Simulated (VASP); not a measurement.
# MoH5 (F-43m) in VASP: notebook

The runs below take MoH5 through single point, relaxation of cell and atoms, with PBE.

Program: VASP 6.6.1. These are calculated values, not measurements. Logs are shortened: lines on timing, memory, paths and dates and some standing lists are left out, and cuts for length are marked.

## 1. The cell of the first run

The structure is cubic, space group F-43m (No. 216). Conventional cell: a = 4.879 Å, b = 4.879 Å, c = 4.879 Å, α = 90.00°, β = 90.00°, γ = 90.00°. Within 2.7 Å of H (site symmetry -43m) lie 12 H at 2.03 Å and 4 Mo at 2.11 Å. Within 2.2 Å of H (site symmetry 3m) lie 9 H at 1.69 to 2.03 Å and 3 Mo at 2.02 Å. Within 2.7 Å of Mo (site symmetry -43m) lie 16 H at 2.02 to 2.11 Å.

## 2. Single point, PBE

INCAR reads:

```
ALGO = Normal ; EDIFF = 1E-7
ENCUT = 520 ; GGA = PE
ISIF = 2 ; ISMEAR = 0
LASPH = True ; LCHARG = True
LELF = True ; LREAL = False
LVHAR = True ; LWAVE = False
NBANDS = 18 ; NELM = 80
PREC = Accurate ; SIGMA = 0.1
```

KPOINTS reads:

```
k-points
0
Gamma
  14 14 14
```

POSCAR reads:

```
MoH5
1.0
    0.0000000000      2.4393168423      2.4393168423
    2.4393168423      0.0000000000      2.4393168423
    2.4393168423      2.4393168423      0.0000000000
H Mo
5 1
Direct
    0.7500000000      0.7500000000      0.7500000000
    0.8821135549      0.3726288150      0.3726288150
    0.3726288150      0.3726288150      0.3726288150
    0.3726288150      0.8821135549      0.3726288150
    0.3726288150      0.3726288150      0.8821135549
    0.0000000000      0.0000000000      0.0000000000
```

Potentials or basis: VASP PAW PBE potentials, release 64 (H, Mo_sv).

Command:

```console
$ cat potpaw_PBE.64/H/POTCAR potpaw_PBE.64/Mo_sv/POTCAR > POTCAR
$ mpirun -np 1 vasp_std > vasp.out
```

OUTCAR:

```text
EDIFF = 1E-7
   ENCUT = 520
   GGA = PE
   ISIF = 2
   ISMEAR = 0
   LASPH = True
   LREAL = False
   NELM = 80
   PREC = Accurate

 ion  position               nearest neighbor table
   1  0.750  0.750  0.750-   6 2.11   6 2.11   6 2.11   6 2.11
   2  0.882  0.373  0.373-   6 2.02   6 2.02   6 2.02
   3  0.373  0.373  0.373-   6 2.02   6 2.02   6 2.02
   4  0.373  0.882  0.373-   6 2.02   6 2.02   6 2.02
   5  0.373  0.373  0.882-   6 2.02   6 2.02   6 2.02
   6  0.000  0.000  0.000-   2 2.02   4 2.02   5 2.02   3 2.02   3 2.02   3 2.02   2 2.02   2 2.02
                             4 2.02   4 2.02   5 2.02   5 2.02   1 2.11   1 2.11   1 2.11   1 2.11

  LATTYP: Found a face centered cubic cell.
 ALAT       =     4.8786336846

  Lattice vectors:

 A1 = (   0.0000000000,   2.4393168423,   2.4393168423)
 A2 = (   2.4393168423,   0.0000000000,   2.4393168423)
 A3 = (   2.4393168423,   2.4393168423,   0.0000000000)

Analysis of symmetry for initial positions (statically):
=====================================================================
 Subroutine PRICEL returns:
 Original cell was already a primitive cell.

 Routine SETGRP: Setting up the symmetry group for a
 face centered cubic supercell.

 Subroutine GETGRP returns: Found 24 space group operations
 (whereof 24 operations were pure point group operations)
 out of a pool of 48 trial point group operations.

The static configuration has the point symmetry T_d .

Analysis of symmetry for dynamics (positions and initial velocities):
=====================================================================
 Subroutine PRICEL returns:
 Original cell was already a primitive cell.

 Routine SETGRP: Setting up the symmetry group for a
 face centered cubic supercell.

 Subroutine GETGRP returns: Found 24 space group operations
 (whereof 24 operations were pure point group operations)
 out of a pool of 48 trial point group operations.

The dynamic configuration has the point symmetry T_d .

 Subroutine INISYM returns: Found 24 space group operations
 (whereof 24 operations are pure point group operations),
 and found     1 'primitive' translations

----------------------------------------------------------------------------------------

                                     Primitive cell

  volume of cell :      29.0292

  direct lattice vectors                    reciprocal lattice vectors
     0.000000000  2.439316842  2.439316842    -0.204975422  0.204975422  0.204975422
     2.439316842  0.000000000  2.439316842     0.204975422 -0.204975422  0.204975422
     2.439316842  2.439316842  0.000000000     0.204975422  0.204975422 -0.204975422

  length of vectors
     3.449714961  3.449714961  3.449714961     0.355027846  0.355027846  0.355027846

  position of ions in fractional coordinates (direct lattice)
     0.750000000  0.750000000  0.750000000
     0.882113555  0.372628815  0.372628815
     0.372628815  0.372628815  0.372628815
     0.372628815  0.882113555  0.372628815
     0.372628815  0.372628815  0.882113555
     0.000000000  0.000000000  0.000000000

  ion indices of the primitive-cell ions
   primitive index   ion index
                 1           1
                 2           2
                 3           3
                 4           4
                 5           5
                 6           6

----------------------------------------------------------------------------------------

 KPOINTS: k-points

Automatic generation of k-mesh.
 Grid dimensions read from file:
 generate k-points for:   14   14   14

 Generating k-lattice:

  Cartesian coordinates                     Fractional coordinates (reciprocal lattice)
    -0.014641102  0.014641102  0.014641102     0.071428571  0.000000000  0.000000000
     0.014641102 -0.014641102  0.014641102     0.000000000  0.071428571  0.000000000
     0.014641102  0.014641102 -0.014641102     0.000000000  0.000000000  0.071428571

  Length of vectors
     0.025359132  0.025359132  0.025359132

  Shift w.r.t. Gamma in fractional coordinates (k-lattice)
     0.000000000  0.000000000  0.000000000

 Subroutine IBZKPT returns following result:
 ===========================================

 Found    104 irreducible k-points:

 Following reciprocal coordinates:
            Coordinates               Weight
  0.000000  0.000000  0.000000      1.000000
  0.071429  0.000000  0.000000      8.000000
  0.142857  0.000000  0.000000      8.000000
  0.214286  0.000000  0.000000      8.000000
  0.285714  0.000000  0.000000      8.000000
  0.357143  0.000000  0.000000      8.000000
[... 16 lines left out ...]
  0.214286  0.142857  0.000000     24.000000
  0.285714  0.142857  0.000000     24.000000
 [... further k-points ...]
   k-points           NKPTS =    104   k-points in BZ     NKDIM =    104   number of bands    NBANDS=     18
   number of dos      NEDOS =    301   number of ions     NIONS =      6
   total plane-waves  NPLWV =  21952
   dimension x,y,z NGX =    28 NGY =   28 NGZ =   28
   dimension x,y,z NGXF=    56 NGYF=   56 NGZF=   56
   ions per type =               5   1
   NGX,Y,Z   is equivalent  to a cutoff of  13.49, 13.49, 13.49 a.u.
   NGXF,Y,Z  is equivalent  to a cutoff of  26.99, 26.99, 26.99 a.u.
 SYSTEM =  unknown system
   PREC   = accura    normal or accurate (medium, high low for compatibility)
   ISTART =      0    job   : 0-new  1-cont  2-samecut
   ICHARG =      2    charge: 1-file 2-atom 10-const
   ISPIN  =      1    spin polarized calculation?
   LNONCOLLINEAR =      F non collinear calculations
   LSORBIT =      F    spin-orbit coupling
   LASPH  =      T    aspherical Exc in radial PAW
   ENCUT  =  520.0 eV  38.22 Ry    6.18 a.u.   6.41  6.41  6.41*2*pi/ulx,y,z
   NELM   =     80;   NELMIN=  2; NELMDL= -5     # of ELM steps
   EDIFF  = 0.1E-06   stopping-criterion for ELM
   LREAL  =      F    real-space projection
   EDIFFG = 0.1E-05   stopping-criterion for IOM
   NSW    =      0    number of steps for IOM
   IBRION =     -1    ionic relax: 0-MD 1-quasi-New 2-CG
   NFREE  =      0    steps in history (QN), initial steepest desc. (CG)
   ISIF   =      2    stress and relaxation
   ISYM   =      2    0-nonsym 1-usesym 2-fastsym
   POTIM  = 0.5000    time-step for ionic-motion
   TEBEG  =    0.0;   TEEND  =   0.0 temperature during run
   PSTRESS=    0.0 pullay stress
   NELECT =      19.0000    total number of electrons
   NUPDOWN=      -1.0000    fix difference up-down
   EMIN   =  10.00;   EMAX   =-10.00  energy-range for DOS
   EFERMI =   0.00;   METHOD = LEGACY
   ISMEAR =     0;   SIGMA  =   0.10  broadening in eV -4-tet -1-fermi 0-gaus
   EFERMI_NEDOS =   21; number of points for ismear=-14 and -15
   IALGO  =     38    algorithm
   IMIX   =      4    mixing-type and parameters
     AMIX     =   0.40;   BMIX     =  1.00
     AMIX_MAG =   1.60;   BMIX_MAG =  1.00
  volume/ion in A,a.u.               =       4.84        32.65
  Fermi-wavevector in a.u.,A,eV,Ry     =   1.421394  2.686045 27.488680  2.020361
  Thomas-Fermi vector in A             =   2.542208
   LORBIT       =      0    0 simple, 1 ext, 2 COOP (PROOUT), +10 PAW based schemes
   GGA     = PE    functional components
   LHFCALC =     F    Hartree Fock is set to
   AEXX    =    0.0000 exact exchange contribution
   IVDW    =     0    specifies the selected vdW correction
   LEPSILON=     F    determine dielectric tensor
   LRPA    =     F    only Hartree local field effects (RPA)
 non-spin polarized calculation
 Gauss-broadening in eV      SIGMA  =   0.10
  energy-cutoff  :      520.00
  volume of cell :       29.03
 maximum number of plane-waves:       801
 NGX is ok and might be reduce to    28
   NGX = 13   NGY = 13   NGZ = 13

 number of electron      19.0000001 magnetization

 Free energy of the ion-electron system (eV)
  ---------------------------------------------------
  ext. energy  EPLUGINS =         0.00000000
  ---------------------------------------------------
  free energy    TOTEN  =       -24.03213780 eV

  energy without entropy =      -24.01953493  energy(sigma->0) =      -24.02583636

 E-fermi :   8.7047     XC(G=0): -12.4048

 val. band max:        8.6802368243   @ k =  -0.3571   0.2143   0.0714
 cond. band min:       8.7143831059   @ k =   0.4286   0.4286   0.0000
 fundamental gap:      0.0341462816
 Fermi energy:         8.7046892404

 k-point     1 :       0.0000    0.0000    0.0000
  band No.  band energies     occupation
      1     -53.0523      2.00000
      2     -27.0623      2.00000
      3     -27.0623      2.00000
      4     -27.0623      2.00000
      5      -4.9361      2.00000
      6       5.0608      2.00000
[... 10 lines left out ...]
     17      22.8753      0.00000
     18      22.8753      0.00000

 k-point     2 :       0.0714    0.0000    0.0000
  band No.  band energies     occupation
      1     -53.0512      2.00000
      2     -27.0749      2.00000
      3     -27.0638      2.00000
      4     -27.0638      2.00000
      5      -4.8250      2.00000
      6       4.6481      2.00000
[... 10 lines left out ...]
     17      22.5849      0.00000
     18      22.5849      0.00000

 k-point     3 :       0.1429    0.0000    0.0000
  band No.  band energies     occupation
      1     -53.0483      2.00000
      2     -27.1103      2.00000
      3     -27.0681      2.00000
      4     -27.0681      2.00000
      5      -4.4991      2.00000
      6       3.8167      2.00000
[... 10 lines left out ...]
     17      21.7924      0.00000
     18      21.7924      0.00000

 k-point     4 :       0.2143    0.0000    0.0000
  band No.  band energies     occupation
      1     -53.0440      2.00000
      2     -27.1609      2.00000
      3     -27.0743      2.00000
      4     -27.0743      2.00000
      5      -3.9798      2.00000
      6       2.9138      2.00000
[... 375 lines left out ...]
      4     -27.0786      2.00000
      5      -4.3571      2.00000
      6       3.5998      2.00000
[... 10 lines left out ...]
     17      20.9056      0.00000
     18      21.4073      0.00000

 k-point    23 :       0.2143    0.1429    0.0000
  band No.  band energies     occupation
      1     -53.0438      2.00000
      2     -27.1416      2.00000
      3     -27.0867      2.00000
      4     -27.0847      2.00000
      5      -3.9784      2.00000
      6       3.0497      2.00000
[... 10 lines left out ...]
     17      20.4714      0.00000
     18      21.9857      0.00000

 k-point    24 :       0.2857    0.1429    0.0000
  band No.  band energies     occupation
      1     -53.0396      2.00000
      2     -27.1868      2.00000
      3     -27.0946      2.00000
      4     -27.0920      2.00000
      5      -3.4231      2.00000
      6       2.4062      2.00000
[... 10 lines left out ...]
     17      20.2269      0.00000
     18      23.4071      0.00000

 [... further k-points ...]
[... 5 lines left out ...]
  --------------------------------------------------------------------------------------
  -------------------------------------------------------------------------------------
  Total       -0.0111024     -0.0111024     -0.0111024     -0.0000000     -0.0000000     -0.0000000
  in kB       -0.6127614     -0.6127614     -0.6127614     -0.0000000     -0.0000000     -0.0000000
  external PRESSURE =      -0.6127614 kB  Pullay stress =       0.0000000 kB

 VOLUME and BASIS-vectors are now :
 -----------------------------------------------------------------------------
  energy-cutoff  :      520.00
  volume of cell :       29.03
      direct lattice vectors                 reciprocal lattice vectors
     0.000000000  2.439316842  2.439316842    -0.204975422  0.204975422  0.204975422
     2.439316842  0.000000000  2.439316842     0.204975422 -0.204975422  0.204975422
     2.439316842  2.439316842  0.000000000     0.204975422  0.204975422 -0.204975422

 POSITION                                       TOTAL-FORCE (eV/Angst)
 -----------------------------------------------------------------------------------
      3.65898      3.65898      3.65898        -0.000000     -0.000000     -0.000000
      1.81792      3.06071      3.06071        -0.000059      0.000059      0.000059
      1.81792      1.81792      1.81792        -0.000059     -0.000059     -0.000059
      3.06071      1.81792      3.06071         0.000059     -0.000059      0.000059
      3.06071      3.06071      1.81792         0.000059      0.000059     -0.000059
      0.00000      0.00000      0.00000        -0.000000     -0.000000     -0.000000
 -----------------------------------------------------------------------------------
    total drift:                               -0.000000     -0.000000     -0.000000

  FREE ENERGIE OF THE ION-ELECTRON SYSTEM (eV)
  ---------------------------------------------------
  free  energy   TOTEN  =       -24.0321377982 eV

  energy  without entropy=      -24.0195349318  energy(sigma->0) =      -24.02583636
```

Run time: 24 s. Hardware: 1 thread of Intel Xeon 6975P-C (Granite Rapids), shared host; peak memory 0.19 GiB.

Results:

* Free energy: -24.0321 eV
* Pressure: -0.1 GPa

Levels at points of the mesh, in eV from the Fermi level:
| k point | band 8 | band 9 | band 10 | band 11 | band 12 | band 13 |
| --- | --- | --- | --- | --- | --- | --- |
| (0.00, 0.00, 0.00) | -3.64 | -1.10 | -1.04 | -1.04 | 3.11 | 3.11 |
| (0.50, 0.00, 0.00) | -4.33 | -0.89 | 0.08 | 0.08 | 2.18 | 4.96 |
| (0.50, 0.50, 0.00) | -1.16 | -1.16 | 0.07 | 0.56 | 0.56 | 3.28 |

## 3. Relaxation of cell and atoms, PBE

This run uses another cell than the first one, of 4.82 Å³/atom, 0.996 times its volume.

INCAR reads:

```
PREC = Accurate ; ENCUT = 600
EDIFF = 1E-6 ; ISMEAR = 0
SIGMA = 0.1 ; LREAL = F
LASPH = T ; NELM = 100
ALGO = Normal ; ISIF = 3
LWAVE = F ; LCHARG = F
GGA = PE ; IBRION = 2
NSW = 100 ; EDIFFG = -0.01
```

KPOINTS reads:

```
Automatic mesh
0
Gamma
  14 14 14
```

POSCAR reads:

```
MoH5
1.0
    0.0000000000      2.4358550753      2.4358550753
    2.4358550753      0.0000000000      2.4358550753
    2.4358550753      2.4358550753      0.0000000000
H Mo
5 1
Direct
    0.7500000000      0.7500000000      0.7500000000
    0.8803820945      0.3732059685      0.3732059685
    0.3732059685      0.3732059685      0.3732059685
    0.3732059685      0.8803820945      0.3732059685
    0.3732059685      0.3732059685      0.8803820945
    0.0000000000      0.0000000000      0.0000000000
```

Potentials or basis: VASP PAW PBE potentials, release 64 (H, Mo_sv).

Command:

```console
$ cat potpaw_PBE.64/H/POTCAR potpaw_PBE.64/Mo_sv/POTCAR > POTCAR
$ mpirun -np 1 vasp_std > vasp.out
```

OUTCAR:

```text
PREC = Accurate
   ENCUT = 600
   EDIFF = 1E-6
   ISMEAR = 0
   LREAL = F
   LASPH = T
   NELM = 100
   ISIF = 3
   GGA = PE
   IBRION = 2
   NSW = 100
   EDIFFG = -0.01

 ion  position               nearest neighbor table
   1  0.750  0.750  0.750-   6 2.11   6 2.11   6 2.11   6 2.11
   2  0.880  0.373  0.373-   6 2.02   6 2.02   6 2.02
   3  0.373  0.373  0.373-   6 2.02   6 2.02   6 2.02
   4  0.373  0.880  0.373-   6 2.02   6 2.02   6 2.02
   5  0.373  0.373  0.880-   6 2.02   6 2.02   6 2.02
   6  0.000  0.000  0.000-   2 2.02   4 2.02   2 2.02   5 2.02   4 2.02   5 2.02   3 2.02   3 2.02
                             3 2.02   2 2.02   4 2.02   5 2.02   1 2.11   1 2.11   1 2.11   1 2.11

  LATTYP: Found a face centered cubic cell.
 ALAT       =     4.8717101506

  Lattice vectors:
[... 368 lines left out ...]
      2     -27.0631      2.00000
      3     -27.0631      2.00000
      4     -27.0631      2.00000
      5      -4.9360      2.00000
      6       5.0602      2.00000
      7       5.0602      2.00000
      8       5.0602      2.00000
      9       7.6014      2.00000
     10       7.6612      2.00000
     11       7.6612      2.00000
     12      11.8121      0.00000
     13      11.8121      0.00000
[... 354 lines left out ...]
  band No.  band energies     occupation
      1     -53.0398      2.00000
      2     -27.1877      2.00000
      3     -27.0955      2.00000
      4     -27.0928      2.00000
      5      -3.4235      2.00000
      6       2.4061      2.00000
      7       4.2267      2.00000
      8       5.2663      2.00000
      9       6.2999      2.00000
     10       8.0833      2.00000
     11       9.9019      0.00000
     12      12.0178      0.00000
     13      12.5298      0.00000

 [... further k-points ...]

------------------------ aborting loop because EDIFF is reached ----------------------------------------

  FORCE on cell =-STRESS in cart. coord.  units (eV):
  Direction    XX          YY          ZZ          XY          YZ          ZX
  --------------------------------------------------------------------------------------
  -------------------------------------------------------------------------------------
  Total        0.0078141      0.0078141      0.0078141      0.0000000      0.0000000      0.0000000
  in kB        0.4312788      0.4312788      0.4312788      0.0000000      0.0000000      0.0000000
  external PRESSURE =       0.4312788 kB  Pullay stress =       0.0000000 kB
[... 21 lines left out ...]
  FREE ENERGIE OF THE ION-ELECTRON SYSTEM (eV)
  ---------------------------------------------------
  free  energy   TOTEN  =       -24.0345342315 eV

  energy  without entropy=      -24.0219327750  energy(sigma->0) =      -24.02823350

 reached required accuracy - stopping structural energy minimisation
```

OSZICAR:

```text
N       E                     dE             d eps       ncg     rms          rms(c)
DAV:   1     0.122997754758E+03    0.12300E+03   -0.11085E+04  2704   0.156E+03
DAV:   2    -0.232750111240E+02   -0.14627E+03   -0.14321E+03  3194   0.383E+02
DAV:   3    -0.268537670434E+02   -0.35788E+01   -0.35014E+01  3417   0.549E+01
[... 30 lines left out ...]
       N       E                     dE             d eps       ncg     rms          rms(c)
DAV:   1    -0.240345532575E+02   -0.60693E-04   -0.48253E-03  2704   0.631E-01    0.569E-02
DAV:   2    -0.240345397117E+02    0.13546E-04   -0.29670E-04  3129   0.148E-01    0.174E-02
DAV:   3    -0.240345343626E+02    0.53491E-05   -0.28219E-05  2994   0.358E-02    0.956E-03
DAV:   4    -0.240345342315E+02    0.13111E-06   -0.31840E-06  2674   0.188E-02
   5 F= -.24034534E+02 E0= -.24028234E+02  d E =-.117434E-03
```

Wall time 48 s (1 thread of Intel Xeon 6975P-C (Granite Rapids), shared host); peak memory 0.2 GiB.

Results:

- Free energy: -24.0345 eV
- Relaxed volume: 4.84 Å³/atom
- Relaxed cell: a = 3.450 Å, b = 3.450 Å, c = 3.450 Å, α = 60.00°, β = 60.00°, γ = 60.00°
- Space group after relaxing (to 0.05 Å): F-43m (No. 216)
- Energy gained by relaxing: 0.1 meV/atom
- Ionic steps: 5
- Pressure after relaxing: 0.0 GPa

The path:
| step | energy change (eV) | largest force (eV/Å) | pressure (GPa) | volume (Å³) |
| --- | --- | --- | --- | --- |
| 1 | 0.0000 | 0.0257 | 0.73 | 28.91 |
| 2 | -0.0004 | 0.0212 | 0.14 | 29.00 |
| 3 | -0.0004 | 0.0190 | -0.14 | 29.04 |
| 4 | -0.0005 | 0.0115 | -0.06 | 29.04 |
| 5 | -0.0005 | 0.0003 | 0.04 | 29.03 |

Final structure:
```
H Mo
1.0
     0.00000    2.43931    2.43931
     2.43931    0.00000    2.43931
     2.43931    2.43931    0.00000
H Mo
5 1
Direct
  0.75000 0.75000 0.75000
  0.88208 0.37264 0.37264
  0.37264 0.37264 0.37264
  0.37264 0.88208 0.37264
  0.37264 0.37264 0.88208
  0.00000 0.00000 0.00000
```
